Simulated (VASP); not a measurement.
The system is CuO.

```xyz
2
Lattice="0.0000 2.3273 2.3273 2.3273 0.0000 2.3273 2.3273 2.3273 0.0000" Properties=species:S:1:pos:R:3 pbc="T T T"
Cu    0.0000    0.0000    0.0000
O     1.1636    1.1636    1.1636
```

| Property | Result |
| --- | --- |
| Program | VASP 6.6.1 |
| Task | relaxation of cell and atoms |
| Functional | LDA |
| Potentials or basis | VASP PAW LDA potentials, release 64 (Cu, O) |
| Cutoff | 600 eV |
| k mesh | 10 × 10 × 10 |
| Occupations | fermi-dirac, width 0.05 eV |
| Spin | no spin polarisation |

At the start: pressure -20.3 GPa; volume 12.60 Å³/atom.

Problem. How do energy, volume and symmetry change on relaxing?

Solution. Over 3 steps the energy falls by 146.9 meV/atom and the volume is 10.64 Å³/atom (-15.6 %); space group F-43m (No. 216, to 0.05 Å).

Step by step:
| step | energy change (eV) | largest force (eV/Å) | pressure (GPa) | volume (Å³) |
| --- | --- | --- | --- | --- |
| 1 | 0.0000 | 0.0000 | -20.27 | 25.21 |
| 2 | -0.2322 | 0.0000 | 14.73 | 19.83 |
| 3 | -0.2938 | 0.0000 | -0.09 | 21.27 |

Final structure:
```xyz
2
Lattice="0.0000 2.1992 2.1992 2.1992 0.0000 2.1992 2.1992 2.1992 0.0000" Properties=species:S:1:pos:R:3 pbc="T T T"
Cu    0.0000    0.0000    0.0000
O     1.0996    1.0996    1.0996
```

Caveat: the volume moved by over 15 % at a fixed basis, so the end points are rough; an odd number of electrons without spin polarisation forces a metal; a magnetic or distorted state may lie lower.
